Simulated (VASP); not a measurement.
# Al (Fm-3m) in VASP: a series of runs

The runs below take Al through single point, with PBEsol, PBE, r2SCAN, HSE06.

Program: VASP 6.6.1. These are calculated values, not measurements. Logs are shortened: lines on timing, memory, paths and dates and some standing lists are left out, and cuts for length are marked.

## 1. The cell of the first run

Symmetry: Fm-3m, No. 225, cubic system. Conventional cell: a = 4.015 Å, b = 4.015 Å, c = 4.015 Å, α = 90.00°, β = 90.00°, γ = 90.00°. Within 3.7 Å of Al (site symmetry m-3m) lie 12 Al at 2.84 Å.

## 2. Single point, PBEsol

Input file INCAR:

```
PREC = Accurate
ENCUT = 520
EDIFF = 1E-7
ISMEAR = -1
SIGMA = 0.05
LREAL = F
LASPH = T
NELM = 100
ALGO = Normal
ISIF = 2
LWAVE = F
LCHARG = F
GGA = PS
NBANDS = 8
```

Input file KPOINTS:

```
Automatic mesh
0
Gamma
  11 11 11
```

Input file POSCAR:

```
Al
1.0
    0.0000000000      2.0073810000      2.0073810000
    2.0073810000      0.0000000000      2.0073810000
    2.0073810000      2.0073810000      0.0000000000
Al
1
Direct
    0.0000000000      0.0000000000      0.0000000000
```

Potentials or basis: VASP PAW PBE potentials, release 64 (Al).

Command:

```sh
cat potpaw_PBE.64/Al/POTCAR > POTCAR
mpirun -np 1 vasp_std > vasp.out
```

OUTCAR:

```text
PREC = Accurate
   ENCUT = 520
   EDIFF = 1E-7
   ISMEAR = -1
   LREAL = F
   LASPH = T
   NELM = 100
   ISIF = 2
   GGA = PS

 ion  position               nearest neighbor table
   1  0.000  0.000  0.000-

  LATTYP: Found a face centered cubic cell.
 ALAT       =     4.0147620000

  Lattice vectors:

 A1 = (   0.0000000000,   2.0073810000,   2.0073810000)
 A2 = (   2.0073810000,   0.0000000000,   2.0073810000)
 A3 = (   2.0073810000,   2.0073810000,   0.0000000000)

Analysis of symmetry for initial positions (statically):
=====================================================================
 Subroutine PRICEL returns:
 Original cell was already a primitive cell.

 Routine SETGRP: Setting up the symmetry group for a
 face centered cubic supercell.

 Subroutine GETGRP returns: Found 48 space group operations
 (whereof 48 operations were pure point group operations)
 out of a pool of 48 trial point group operations.

The static configuration has the point symmetry O_h .

Analysis of symmetry for dynamics (positions and initial velocities):
=====================================================================
 Subroutine PRICEL returns:
 Original cell was already a primitive cell.

 Routine SETGRP: Setting up the symmetry group for a
 face centered cubic supercell.

 Subroutine GETGRP returns: Found 48 space group operations
 (whereof 48 operations were pure point group operations)
 out of a pool of 48 trial point group operations.

The dynamic configuration has the point symmetry O_h .

 Subroutine INISYM returns: Found 48 space group operations
 (whereof 48 operations are pure point group operations),
 and found     1 'primitive' translations

----------------------------------------------------------------------------------------

                                     Primitive cell

  volume of cell :      16.1778

  direct lattice vectors                    reciprocal lattice vectors
     0.000000000  2.007381000  2.007381000    -0.249080767  0.249080767  0.249080767
     2.007381000  0.000000000  2.007381000     0.249080767 -0.249080767  0.249080767
     2.007381000  2.007381000  0.000000000     0.249080767  0.249080767 -0.249080767

  length of vectors
     2.838865435  2.838865435  2.838865435     0.431420544  0.431420544  0.431420544

  position of ions in fractional coordinates (direct lattice)
     0.000000000  0.000000000  0.000000000

  ion indices of the primitive-cell ions
   primitive index   ion index
                 1           1

----------------------------------------------------------------------------------------

 KPOINTS: Automatic mesh

Automatic generation of k-mesh.
 Grid dimensions read from file:
 generate k-points for:   11   11   11

 Generating k-lattice:

  Cartesian coordinates                     Fractional coordinates (reciprocal lattice)
    -0.022643706  0.022643706  0.022643706     0.090909091  0.000000000  0.000000000
     0.022643706 -0.022643706  0.022643706     0.000000000  0.090909091  0.000000000
     0.022643706  0.022643706 -0.022643706     0.000000000  0.000000000  0.090909091

  Length of vectors
     0.039220049  0.039220049  0.039220049

  Shift w.r.t. Gamma in fractional coordinates (k-lattice)
     0.000000000  0.000000000  0.000000000

 Subroutine IBZKPT returns following result:
 ===========================================

 Found     56 irreducible k-points:

 Following reciprocal coordinates:
            Coordinates               Weight
  0.000000  0.000000  0.000000      1.000000
  0.090909  0.000000  0.000000      8.000000
  0.181818  0.000000  0.000000      8.000000
  0.272727  0.000000  0.000000      8.000000
  0.363636  0.000000  0.000000      8.000000
  0.454545  0.000000  0.000000      8.000000
[... 16 lines left out ...]
 -0.272727  0.181818  0.000000     24.000000
 -0.181818  0.181818  0.000000     12.000000
 [... further k-points ...]
   k-points           NKPTS =     56   k-points in BZ     NKDIM =     56   number of bands    NBANDS=      8
   number of dos      NEDOS =    301   number of ions     NIONS =      1
   total plane-waves  NPLWV =  13824
   dimension x,y,z NGX =    24 NGY =   24 NGZ =   24
   dimension x,y,z NGXF=    48 NGYF=   48 NGZF=   48
   ions per type =               1
   NGX,Y,Z   is equivalent  to a cutoff of  14.05, 14.05, 14.05 a.u.
   NGXF,Y,Z  is equivalent  to a cutoff of  28.11, 28.11, 28.11 a.u.
 SYSTEM =  unknown system
   PREC   = accura    normal or accurate (medium, high low for compatibility)
   ISTART =      0    job   : 0-new  1-cont  2-samecut
   ICHARG =      2    charge: 1-file 2-atom 10-const
   ISPIN  =      1    spin polarized calculation?
   LNONCOLLINEAR =      F non collinear calculations
   LSORBIT =      F    spin-orbit coupling
   LASPH  =      T    aspherical Exc in radial PAW
   ENCUT  =  520.0 eV  38.22 Ry    6.18 a.u.   5.28  5.28  5.28*2*pi/ulx,y,z
   NELM   =    100;   NELMIN=  2; NELMDL= -5     # of ELM steps
   EDIFF  = 0.1E-06   stopping-criterion for ELM
   LREAL  =      F    real-space projection
   EDIFFG = 0.1E-05   stopping-criterion for IOM
   NSW    =      0    number of steps for IOM
   IBRION =     -1    ionic relax: 0-MD 1-quasi-New 2-CG
   NFREE  =      0    steps in history (QN), initial steepest desc. (CG)
   ISIF   =      2    stress and relaxation
   ISYM   =      2    0-nonsym 1-usesym 2-fastsym
   POTIM  = 0.5000    time-step for ionic-motion
   TEBEG  =    0.0;   TEEND  =   0.0 temperature during run
   PSTRESS=    0.0 pullay stress
   NELECT =       3.0000    total number of electrons
   NUPDOWN=      -1.0000    fix difference up-down
   EMIN   =  10.00;   EMAX   =-10.00  energy-range for DOS
   EFERMI =   0.00;   METHOD = LEGACY
   ISMEAR =    -1;   SIGMA  =   0.05  broadening in eV -4-tet -1-fermi 0-gaus
   EFERMI_NEDOS =   21; number of points for ismear=-14 and -15
   IALGO  =     38    algorithm
   IMIX   =      4    mixing-type and parameters
     AMIX     =   0.40;   BMIX     =  1.00
     AMIX_MAG =   1.60;   BMIX_MAG =  1.00
  volume/ion in A,a.u.               =      16.18       109.17
  Fermi-wavevector in a.u.,A,eV,Ry     =   0.933560  1.764172 11.857937  0.871534
  Thomas-Fermi vector in A             =   2.060274
   LORBIT       =      0    0 simple, 1 ext, 2 COOP (PROOUT), +10 PAW based schemes
   GGA     = PS    functional components
   LHFCALC =     F    Hartree Fock is set to
   AEXX    =    0.0000 exact exchange contribution
   IVDW    =     0    specifies the selected vdW correction
   LEPSILON=     F    determine dielectric tensor
   LRPA    =     F    only Hartree local field effects (RPA)
 non-spin polarized calculation
  energy-cutoff  :      520.00
  volume of cell :       16.18
 maximum number of plane-waves:       445
 NGX is ok and might be reduce to    24
   NGX = 11   NGY = 11   NGZ = 11

 number of electron       3.0000000 magnetization

 Free energy of the ion-electron system (eV)
  ---------------------------------------------------
  ext. energy  EPLUGINS =         0.00000000
  ---------------------------------------------------
  free energy    TOTEN  =        -4.10182234 eV

  energy without entropy =       -4.09788106  energy(sigma->0) =       -4.09985170

 E-fermi :   8.1598     XC(G=0): -10.3289

 val. band max:        8.1375369316   @ k =  -0.4545   0.3636   0.0000
 cond. band min:       8.1872945589   @ k =   0.4545   0.1818   0.0909
 fundamental gap:      0.0497576273
 Fermi energy:         8.1597611949

 k-point     1 :       0.0000    0.0000    0.0000
  band No.  band energies     occupation
      1      -3.1101      2.00000
      2      20.8607      0.00000
      3      20.8607      0.00000
      4      20.8607      0.00000
      5      22.5029      0.00000
      6      22.5029      0.00000
      7      22.5029      0.00000
      8      24.7840      0.00000

 k-point     2 :       0.0909    0.0000    0.0000
  band No.  band energies     occupation
      1      -2.8827      2.00000
      2      17.9480      0.00000
      3      20.2499      0.00000
      4      20.2499      0.00000
      5      23.1288      0.00000
      6      23.4617      0.00000
      7      23.4617      0.00000
      8      26.6122      0.00000

 k-point     3 :       0.1818    0.0000    0.0000
  band No.  band energies     occupation
      1      -2.2026      2.00000
      2      14.2599      0.00000
      3      19.5267      0.00000
      4      19.5267      0.00000
      5      22.8782      0.00000
      6      24.2649      0.00000
      7      24.2649      0.00000
      8      25.7324      0.00000

 k-point     4 :       0.2727    0.0000    0.0000
  band No.  band energies     occupation
      1      -1.0764      2.00000
      2      10.7910      0.00000
      3      19.1198      0.00000
      4      19.1198      0.00000
      5      22.6553      0.00000
      6      22.6675      0.00000
      7      22.6675      0.00000
      8      26.7314      0.00000

 k-point     5 :       0.3636    0.0000    0.0000
  band No.  band energies     occupation
      1       0.4850      2.00000
      2       7.6471      1.99993
      3      19.0775      0.00000
      4      19.0775      0.00000
      5      21.2199      0.00000
      6      21.2199      0.00000
      7      22.7210      0.00000
      8      25.2292      0.00000
[... 177 lines left out ...]
 k-point    22 :      -0.3636    0.1818    0.0000
  band No.  band energies     occupation
      1       2.5379      2.00000
      2       6.4903      2.00000
      3      12.8987      0.00000
      4      17.3324      0.00000
      5      19.2520      0.00000
      6      23.7781      0.00000
      7      26.4734      0.00000
      8      29.4088      0.00000

 k-point    23 :      -0.2727    0.1818    0.0000
  band No.  band energies     occupation
      1       0.7063      2.00000
      2       9.3092      0.00000
      3      12.7657      0.00000
      4      18.5634      0.00000
      5      20.5679      0.00000
      6      23.5376      0.00000
      7      26.0203      0.00000
      8      26.5282      0.00000

 k-point    24 :      -0.1818    0.1818    0.0000
  band No.  band energies     occupation
      1      -0.7031      2.00000
      2      12.0053      0.00000
      3      13.5168      0.00000
      4      20.1684      0.00000
      5      22.2098      0.00000
      6      23.2099      0.00000
      7      24.4322      0.00000
      8      25.3872      0.00000

 [... further k-points ...]
[... 5 lines left out ...]
  --------------------------------------------------------------------------------------
  -------------------------------------------------------------------------------------
  Total        0.0195324      0.0195324      0.0195324      0.0000000      0.0000000     -0.0000000
  in kB        1.9344064      1.9344064      1.9344064      0.0000000      0.0000000     -0.0000000
  external PRESSURE =       1.9344064 kB  Pullay stress =       0.0000000 kB

 VOLUME and BASIS-vectors are now :
 -----------------------------------------------------------------------------
  energy-cutoff  :      520.00
  volume of cell :       16.18
      direct lattice vectors                 reciprocal lattice vectors
     0.000000000  2.007381000  2.007381000    -0.249080767  0.249080767  0.249080767
     2.007381000  0.000000000  2.007381000     0.249080767 -0.249080767  0.249080767
     2.007381000  2.007381000  0.000000000     0.249080767  0.249080767 -0.249080767

 POSITION                                       TOTAL-FORCE (eV/Angst)
 -----------------------------------------------------------------------------------
      0.00000      0.00000      0.00000         0.000000      0.000000      0.000000
 -----------------------------------------------------------------------------------
    total drift:                               -0.000000      0.000000      0.000000

  FREE ENERGIE OF THE ION-ELECTRON SYSTEM (eV)
  ---------------------------------------------------
  free  energy   TOTEN  =        -4.1018223441 eV

  energy  without entropy=       -4.0978810619  energy(sigma->0) =       -4.09985170
```

It took 3.5 s on 1 thread of Intel Xeon 6975P-C, shared host; peak memory 0.13 GiB.

Results:

- Free energy: -4.1018 eV
- Pressure: 0.2 GPa

Caveat: the PAW data sets were made with another functional, which shifts forces and pressure a little.

## 3. Single point, PBE

Input file INCAR:

```
ALGO = Normal
EDIFF = 1E-7
ENCUT = 520
GGA = PE
ISIF = 2
ISMEAR = -1
LASPH = T
LCHARG = F
LREAL = F
LWAVE = F
NBANDS = 8
NELM = 60
PREC = Accurate
SIGMA = 0.05
```

Input file KPOINTS:

```
k-points
0
Gamma
  11 11 11
```

POSCAR is that of step 2.

Potentials or basis: VASP PAW PBE potentials, release 64 (Al).

Command:

```sh
cat potpaw_PBE.64/Al/POTCAR > POTCAR
mpirun -np 1 vasp_std > vasp.out
```

OUTCAR:

```text
EDIFF = 1E-7
   ENCUT = 520
   GGA = PE
   ISIF = 2
   ISMEAR = -1
   LASPH = T
   LREAL = F
   NELM = 60
   PREC = Accurate

 ion  position               nearest neighbor table
   1  0.000  0.000  0.000-

  LATTYP: Found a face centered cubic cell.
 ALAT       =     4.0147620000

  Lattice vectors:

 A1 = (   0.0000000000,   2.0073810000,   2.0073810000)
 A2 = (   2.0073810000,   0.0000000000,   2.0073810000)
 A3 = (   2.0073810000,   2.0073810000,   0.0000000000)

Analysis of symmetry for initial positions (statically):
=====================================================================
 Subroutine PRICEL returns:
 Original cell was already a primitive cell.

 Routine SETGRP: Setting up the symmetry group for a
 face centered cubic supercell.

 Subroutine GETGRP returns: Found 48 space group operations
 (whereof 48 operations were pure point group operations)
 out of a pool of 48 trial point group operations.

The static configuration has the point symmetry O_h .

Analysis of symmetry for dynamics (positions and initial velocities):
=====================================================================
 Subroutine PRICEL returns:
[... 154 lines left out ...]

 E-fermi :   8.2147     XC(G=0): -10.2681

 val. band max:        8.1961564560   @ k =  -0.4545   0.3636   0.0000
 cond. band min:       8.2402996594   @ k =   0.4545   0.1818   0.0909
 fundamental gap:      0.0441432034
 Fermi energy:         8.2147014012

 k-point     1 :       0.0000    0.0000    0.0000
  band No.  band energies     occupation
      1      -3.0641      2.00000
      2      20.9365      0.00000
      3      20.9365      0.00000
      4      20.9365      0.00000
      5      22.5792      0.00000
      6      22.5792      0.00000
      7      22.5792      0.00000
      8      24.8163      0.00000
[... 243 lines left out ...]
 k-point    24 :      -0.1818    0.1818    0.0000
  band No.  band energies     occupation
      1      -0.6561      2.00000
      2      12.0611      0.00000
      3      13.5785      0.00000
      4      20.2416      0.00000
      5      22.2800      0.00000
      6      23.2876      0.00000
      7      24.5163      0.00000
      8      25.4552      0.00000

 [... further k-points ...]
[... 5 lines left out ...]
  --------------------------------------------------------------------------------------
  -------------------------------------------------------------------------------------
  Total        0.1674156      0.1674156      0.1674156     -0.0000000     -0.0000000      0.0000000
  in kB       16.5800929     16.5800929     16.5800929     -0.0000000     -0.0000000      0.0000000
  external PRESSURE =      16.5800929 kB  Pullay stress =       0.0000000 kB

 VOLUME and BASIS-vectors are now :
 -----------------------------------------------------------------------------
  energy-cutoff  :      520.00
  volume of cell :       16.18
      direct lattice vectors                 reciprocal lattice vectors
     0.000000000  2.007381000  2.007381000    -0.249080767  0.249080767  0.249080767
     2.007381000  0.000000000  2.007381000     0.249080767 -0.249080767  0.249080767
     2.007381000  2.007381000  0.000000000     0.249080767  0.249080767 -0.249080767

 POSITION                                       TOTAL-FORCE (eV/Angst)
 -----------------------------------------------------------------------------------
      0.00000      0.00000      0.00000        -0.000000      0.000000     -0.000000
 -----------------------------------------------------------------------------------
    total drift:                                0.000000      0.000000     -0.000000

  FREE ENERGIE OF THE ION-ELECTRON SYSTEM (eV)
  ---------------------------------------------------
  free  energy   TOTEN  =        -3.7541381664 eV

  energy  without entropy=       -3.7501696417  energy(sigma->0) =       -3.75215390
```

It took 3 s on 1 thread of Intel Xeon 6975P-C, shared host; peak memory 0.13 GiB.

What came out:

- Free energy: -3.7541 eV
- Pressure: 1.7 GPa

## 4. Single point, r2SCAN

POSCAR is that of step 3.

Input file INCAR.step1:

```
SYSTEM = Al
ALGO = Normal
EDIFF = 1E-4
ENCUT = 520
GGA = PE
ISMEAR = -1
LASPH = .True.
LCHARG = .False.
LREAL = .False.
LWAVE = .True.
NBANDS = 8
NELM = 60
PREC = Accurate
SIGMA = 0.05
```

Input file INCAR.step2:

```
SYSTEM = Al
ALGO = Normal
EDIFF = 1E-6
ENCUT = 520
ISIF = 2
ISMEAR = -1
ISTART = 1
LASPH = .True.
LCHARG = .False.
LMIXTAU = .True.
LREAL = .False.
LWAVE = .False.
METAGGA = R2SCAN
NBANDS = 8
NELM = 60
PREC = Accurate
SIGMA = 0.05
```

Input file KPOINTS:

```
k-points
0
Gamma
  11 11 11
  0 0 0
```

Command:

```sh
cat potpaw_PBE.64/Al/POTCAR > POTCAR
cp INCAR.step1 INCAR
mpirun -np 1 vasp_std > vasp.out
cp INCAR.step2 INCAR
mpirun -np 1 vasp_std > vasp.out
```

It took 12 s on 1 thread of Intel Xeon 6975P-C, shared host; peak memory 0.14 GiB.

It converged, with:

* Free energy: -6.7450 eV
* Pressure: -1.6 GPa

Levels at points of the mesh, in eV from the Fermi level:
| k point | band 1 | band 2 | band 3 | band 4 | band 5 | band 6 |
| --- | --- | --- | --- | --- | --- | --- |
| (0.00, 0.00, 0.00) | -11.98 | 13.44 | 13.44 | 13.44 | 15.50 | 15.50 |

Caveat: the PAW data sets were made with another functional, which shifts forces and pressure a little.

## 5. Single point, HSE06

POSCAR is that of step 4.

Input file INCAR.step1:

```
SYSTEM = Al
PREC     = Accurate       ! precision mode
ENCUT    = 520            ! plane-wave cutoff, eV
EDIFF    = 1E-5           ! SCF threshold, eV
ISMEAR   = -1             ! smearing method
SIGMA    = 0.05           ! smearing width, eV
LREAL    = .FALSE.        ! projectors in reciprocal space
LASPH    = .TRUE.         ! aspherical terms in the spheres
NELM     = 80             ! most SCF steps
ALGO     = Normal         ! electronic algorithm
ISIF     = 2              ! what is computed and relaxed
LWAVE    = .TRUE.         ! write WAVECAR
LCHARG   = .FALSE.        ! write CHGCAR
GGA      = PE             ! functional
NBANDS   = 8              ! bands
```

Input file INCAR.step2:

```
SYSTEM = Al
PREC     = Accurate       ! precision mode
ENCUT    = 520            ! plane-wave cutoff, eV
EDIFF    = 1E-6           ! SCF threshold, eV
ISMEAR   = -1             ! smearing method
SIGMA    = 0.05           ! smearing width, eV
LREAL    = .FALSE.        ! projectors in reciprocal space
LASPH    = .TRUE.         ! aspherical terms in the spheres
NELM     = 80             ! most SCF steps
ALGO     = Normal         ! electronic algorithm
ISIF     = 2              ! what is computed and relaxed
LWAVE    = .FALSE.        ! write WAVECAR
LCHARG   = .FALSE.        ! write CHGCAR
GGA      = PE             ! functional
LHFCALC  = .TRUE.         ! exact exchange
HFSCREEN = 0.2079         ! screening, 1/A
PRECFOCK = Normal       
ISTART   = 1            
NBANDS   = 8              ! bands
```

Input file KPOINTS:

```
Automatic mesh
0
G
  11 11 11
  0 0 0
```

Command:

```sh
cat potpaw_PBE.64/Al/POTCAR > POTCAR
cp INCAR.step1 INCAR
mpirun -np 1 vasp_std > vasp.out
cp INCAR.step2 INCAR
mpirun -np 1 vasp_std > vasp.out
```

Wall time 18 min (1 thread of AMD EPYC 9R45 (Zen 5), shared host); peak memory 0.24 GiB.

It converged, with:

```yaml
Free_energy: -4.1128 eV
Pressure: 0.8 GPa
```

Levels at points of the mesh, in eV from the Fermi level:
```csv
k point,band 1,band 2,band 3,band 4,band 5
"(0.00, 0.00, 0.00)",-12.89,13.78,13.78,13.78,15.45
```

Caveat: the PAW data sets were made with another functional, which shifts forces and pressure a little.

## 6. The runs side by side

```csv
level,grid for exact exchange (PRECFOCK),screening parameter,gap on the mesh (eV),pressure (GPa)
PBEsol,-,-,none,0.2
PBE,-,-,none,1.7
r2SCAN,-,-,none,-1.6
HSE06,Normal,0.2079 1/Å,none,0.8
```

Alike in all rows: task single point; potentials or basis VASP PAW PBE potentials, release 64 (Al); no spin polarisation; cell as given; k mesh 11 × 11 × 11; cutoff (eV) 520; smearing fermi-dirac 0.05 eV.

Every run on the cell as given and a fine mesh finds a metal. The pressure there spans -1.6 GPa (r2SCAN) to 1.7 GPa (PBE); a positive pressure means that this level wants a larger cell, a negative one a smaller.

Caveats: the PAW data sets were made with another functional, which shifts forces and pressure a little (some runs).

Absolute energies hang on the potentials; compare differences alone.
